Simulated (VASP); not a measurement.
Wanted: the native input for a VASP 6.6.1 run.

```
Task                   : single point
Functional             : PBE
Potentials or basis    : VASP PAW PBE potentials, release 64 (In_d, Sb)
Cutoff                 : 520 eV
k mesh                 : 2 × 2 × 2
Occupations            : gaussian, width 0.1 eV
Spin                   : no spin polarisation
Dipole correction      : no
Further INCAR settings : ALGO = Normal; EDIFF = 1e-06; NBANDS = 26
```

The structure of InSb lies in POSCAR:

```
InSb
1.0
    3.0633140000     -3.0813730000      0.0000000000
    3.0633140000      3.0813730000      0.0000000000
    0.0000000000      0.0000000000      6.1268940000
In Sb
2 2
Direct
    0.2794110000      0.7205890000      0.2500000000
    0.7205890000      0.2794110000      0.7500000000
    0.7772050000      0.2227950000      0.2500000000
    0.2227950000      0.7772050000      0.7500000000
```

These files were run (other wordings do the same):

INCAR

```
ALGO = Normal
EDIFF = 1E-6
ENCUT = 520
GGA = PE
ISIF = 2
ISMEAR = 0
LASPH = True
LCHARG = False
LREAL = False
LWAVE = False
NBANDS = 26
NELM = 60
PREC = Accurate
SIGMA = 0.1
```

KPOINTS

```
k-points
0
Gamma
  2 2 2
```

Potentials or basis: VASP PAW PBE potentials, release 64 (In_d, Sb).

Run with:

```bash
$ cat potpaw_PBE.64/In_d/POTCAR potpaw_PBE.64/Sb/POTCAR > POTCAR
$ mpirun -np 1 vasp_std > vasp.out
```

It gave:

* Pressure: 4.2 GPa
* Largest force: 0.073 eV/Å
* Band gap on the k mesh: zero (band 18 reaches 7.02 eV, above the bottom of band 19 at 4.62 eV)

Caveat: the k points lie up to 0.72 Å⁻¹ apart; spin-orbit coupling is left out, which moves the levels of the heavy elements.

It took 31 s on 1 thread of AMD EPYC 7R13, on a shared host, peak memory 0.18 GiB.
